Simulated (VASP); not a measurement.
Write the native input for VASP 6.6.1 that does the following.

* Task: single point
* Functional: PBE
* Dispersion: D4
* Potentials or basis: VASP PAW PBE potentials, release 64 (Al, Ru_pv)
* Cutoff: 520 eV
* k mesh: 8 × 8 × 8
* Occupations: gaussian, width 0.01 eV
* Spin: no spin polarisation
* Dipole correction: no
* Further INCAR settings: ALGO = Normal; EDIFF = 1e-06; NBANDS = 16

The structure of AlRu lies in POSCAR:

```
AlRu
1.0
    2.9095967325      0.0000000000      0.0000000000
    0.0000000000      2.9095967325      0.0000000000
    0.0000000000      0.0000000000      2.9095967325
Al Ru
1 1
Direct
    0.0000000000      0.0000000000      0.0000000000
    0.5000000000      0.5000000000      0.5000000000
```

One way to write it, as run:

INCAR

```
SYSTEM = AlRu
PREC     = Accurate       ! precision mode
ENCUT    = 520            ! plane-wave cutoff, eV
EDIFF    = 1E-6           ! SCF threshold, eV
ISMEAR   = 0              ! smearing method
SIGMA    = 0.01           ! smearing width, eV
LREAL    = .FALSE.        ! projectors in reciprocal space
LASPH    = .TRUE.         ! aspherical terms in the spheres
NELM     = 100            ! most SCF steps
ALGO     = Normal         ! electronic algorithm
ISIF     = 2              ! what is computed and relaxed
LWAVE    = .FALSE.        ! write WAVECAR
LCHARG   = .TRUE.         ! write CHGCAR
GGA      = PE             ! functional
IVDW     = 13             ! dispersion correction
LELF     = .TRUE.         ! ELF
LVHAR    = .TRUE.       
NBANDS   = 16             ! bands
```

KPOINTS

```
regular mesh
0
G
  8 8 8
  0 0 0
```

Potentials or basis: VASP PAW PBE potentials, release 64 (Al, Ru_pv).

Launch:

```sh
$ cat potpaw_PBE.64/Al/POTCAR potpaw_PBE.64/Ru_pv/POTCAR > POTCAR
$ mpirun -np 1 vasp_std > vasp.out
```

Results of the run:

```json
{"Pressure": "18.0 GPa", "Dispersion energy per atom": "-0.513 eV"}
```

Caveat: pairwise dispersion overbinds metals, which lowers pressure and volume.

It took 7 s on 1 thread of Intel Xeon 6975P-C, with other jobs on the host, peak memory 0.15 GiB.
